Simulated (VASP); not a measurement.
Here is a VASP 6.6.1 calculation.

The input POSCAR:

```
Te
1.0
    4.6324895870      0.0000000000      0.0000000000
   -2.3162447935      4.0118536651      0.0000000000
    0.0000000000      0.0000000000      5.8869033494
Te
3
Direct
    0.2535874851      0.0000000000      0.3333333333
    1.0000000000      0.2535874851      0.6666666667
    0.7464125149      0.7464125149      0.0000000000
```

Contents of INCAR.step1:

```
PREC = Accurate
ENCUT = 550
ISMEAR = -1
SIGMA = 1.0
LREAL = F
LASPH = T
NELM = 120
NBANDS = 16
GGA = PE
ALGO = Normal
EDIFF = 1E-5
LWAVE = T
LCHARG = F
GGA_COMPAT = F
```

File INCAR.step2:

```
PREC = Accurate
ENCUT = 550
EDIFF = 1E-6
ISMEAR = -1
SIGMA = 1.0
LREAL = F
LASPH = T
NELM = 120
ALGO = Normal
ISIF = 2
LWAVE = F
LCHARG = T
METAGGA = R2SCAN
LMIXTAU = T
LELF = T
LVHAR = T
NBANDS = 16
ISTART = 1
GGA_COMPAT = F
```

KPOINTS

```
regular mesh
0
Gamma
  8 8 6
```

Potentials or basis: VASP PAW PBE potentials, release 64 (Te).

The run is started by

```sh
$ cat potpaw_PBE.64/Te/POTCAR > POTCAR
$ cp INCAR.step1 INCAR
$ mpirun -np 1 vasp_std > vasp.out
$ cp INCAR.step2 INCAR
$ mpirun -np 1 vasp_std > vasp.out
```

Question: Estimate the band gap on the k mesh.

Answer: 0.78 eV (least direct gap 0.80 eV).

Question: Predict the pressure.

Answer: 4.8 GPa.

Question: What does it give for the largest force?

Answer: 1.038 eV/Å.

Forces in eV/Å, atoms in the order of the input:
```
Te   1.038  0.000  0.000
Te  -0.519  0.899  0.000
Te  -0.519 -0.899  0.000
```

Caveat: the cell stands under pressure; the PAW data sets were made with another functional, which shifts forces and pressure a little; spin-orbit coupling is left out, which moves the levels of the heavy elements. A k mesh can miss the band edges.
